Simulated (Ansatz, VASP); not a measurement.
## BaZrO3: VASP beside Ansatz

```
CELL_PARAMETERS angstrom
4.25279 0.00000 0.00000
-2.12639 3.68302 0.00000
0.00000 0.00000 5.95800
ATOMIC_POSITIONS crystal
Ba 0.00000 0.00000 0.50000
Zr 0.33333 0.66667 0.00000
O 0.66667 0.33333 0.50000
O 0.33333 0.66667 0.71341
O 0.33333 0.66667 0.28659
```

Alike in both runs: task single point; functional PBE; k mesh 6 × 6 × 4; occupations gaussian, width 0.1 eV; no spin polarisation.

|  | VASP | Ansatz |
| --- | --- | --- |
| version | VASP 6.6.1 | Ansatz 0.2.0 |
| potentials or method | VASP PAW PBE potentials, release 64 (Ba_sv, Zr_sv, O), cutoff 520 eV | scalar-relativistic, plane waves, PAW |
| valence electrons in the cell | 40 | 40 |

|  | VASP | Ansatz | Ansatz less VASP |
| --- | --- | --- | --- |
| gap on the k mesh at the Fermi level (eV) | none | none | - |
| pressure (GPa) | 25.9 | 24.0 | -1.91 |
| traceless stress, the component that is largest in VASP (GPa) | 33.77 | 33.68 | -0.098 |
| rms of the force components (eV/Å) | 2.726 | 2.646 | -0.0801 |

Atom by atom the forces differ by 0.080 eV/Å (rms over components). A gap of «none» marks a metal or a gap that the smearing closes. The functional is the same, so the differences come from potentials, cutoffs and numerics.

Spin-orbit coupling is off throughout.
